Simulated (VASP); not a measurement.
Wanted: the native input for a VASP 6.6.1 run.

```yaml
Task: single point
Functional: PBE
Potentials_or_basis: VASP PAW PBE potentials, release 64 (Nb_sv)
Cutoff: 520 eV
k_mesh: 13 × 13 × 13
Occupations: fermi-dirac, width 0.08 eV
Spin: no spin polarisation
Dipole_correction: no
Further_INCAR_settings: ALGO = Normal; EDIFF = 1e-07; NBANDS = 12
```

The structure of Nb lies in POSCAR:

```
Nb
1.0
    0.0000000000      2.1079263686      2.1079263686
    2.1079263686      0.0000000000      2.1079263686
    2.1079263686      2.1079263686      0.0000000000
Nb
1
Direct
    0.0000000000      0.0000000000      0.0000000000
```

This cell differs from its parent crystal: volume scaled by 0.99.

One way to write it, as run:

INCAR

```
PREC = Accurate ; ENCUT = 520
EDIFF = 1E-7 ; ISMEAR = -1
SIGMA = 0.08 ; LREAL = False
LASPH = True ; NELM = 60
ALGO = Normal ; ISIF = 2
LWAVE = False ; LCHARG = True
GGA = PE ; LELF = True
LVHAR = True ; NBANDS = 12
```

KPOINTS

```
regular mesh
0
Gamma
  13 13 13
```

Potentials or basis: VASP PAW PBE potentials, release 64 (Nb_sv).

Launch:

```console
$ cat potpaw_PBE.64/Nb_sv/POTCAR > POTCAR
$ mpirun -np 1 vasp_std > vasp.out
```

It gave:

```yaml
Pressure: 0.2 GPa
```

Run time: 12 s on 1 thread of Intel(R) Xeon(R) Platinum 8259CL CPU @ 2.50GHz (Skylake/Cascade Lake), on a shared host, peak memory 0.15 GiB.
